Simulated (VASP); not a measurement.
Write the native input for VASP 6.6.1 that does the following.

- Task: single point
- Functional: LDA
- Potentials or basis: VASP PAW LDA potentials, release 64 (C)
- Cutoff: 520 eV
- k mesh: 12 × 12 × 2
- Occupations: gaussian, width 0.05 eV
- Spin: no spin polarisation
- Dipole correction: no
- Further INCAR settings: ALGO = Normal; EDIFF = 1e-07; NBANDS = 36

The structure of C lies in POSCAR:

```
C
1.0
    2.6084000000      0.0000000000      0.0000000000
   -1.3042000000      2.2589406632      0.0000000000
    0.0000000000      0.0000000000     12.4967000000
C
12
Direct
    0.0000000000      0.0000000000      0.1868599868
    0.0000000000      0.0000000000      0.6868599868
    0.0000000000      0.0000000000      0.3131400132
    0.0000000000      0.0000000000      0.8131400132
    0.3333333333      0.6666666667      0.5207718743
    0.6666666667      0.3333333333      0.0207718743
    0.3333333333      0.6666666667      0.9792281257
    0.6666666667      0.3333333333      0.4792281257
    0.3333333333      0.6666666667      0.6450609412
    0.6666666667      0.3333333333      0.1450609412
    0.3333333333      0.6666666667      0.8549390588
    0.6666666667      0.3333333333      0.3549390588
```

The input as run:

INCAR

```
ALGO = Normal
EDIFF = 1E-7
ENCUT = 520
GGA = CA
ISIF = 2
ISMEAR = 0
LASPH = True
LCHARG = False
LREAL = False
LWAVE = False
NBANDS = 36
NELM = 80
PREC = Accurate
SIGMA = 0.05
```

KPOINTS

```
k-points
0
Gamma
  12 12 2
```

Potentials or basis: VASP PAW LDA potentials, release 64 (C).

Launch:

```console
$ cat potpaw_LDA.64/C/POTCAR > POTCAR
$ mpirun -np 1 vasp_std > vasp.out
```

It gave:

- Pressure: -39.7 GPa
- Largest force: 0.070 eV/Å
- Band gap on the k mesh: 3.97 eV (least direct gap 4.83 eV)

Caveat: the stress differs along the axes, from -49 to -21 GPa.

It took 82 s on 1 thread of Intel(R) Xeon(R) Platinum 8488C (Sapphire Rapids), on a shared host, peak memory 0.19 GiB.
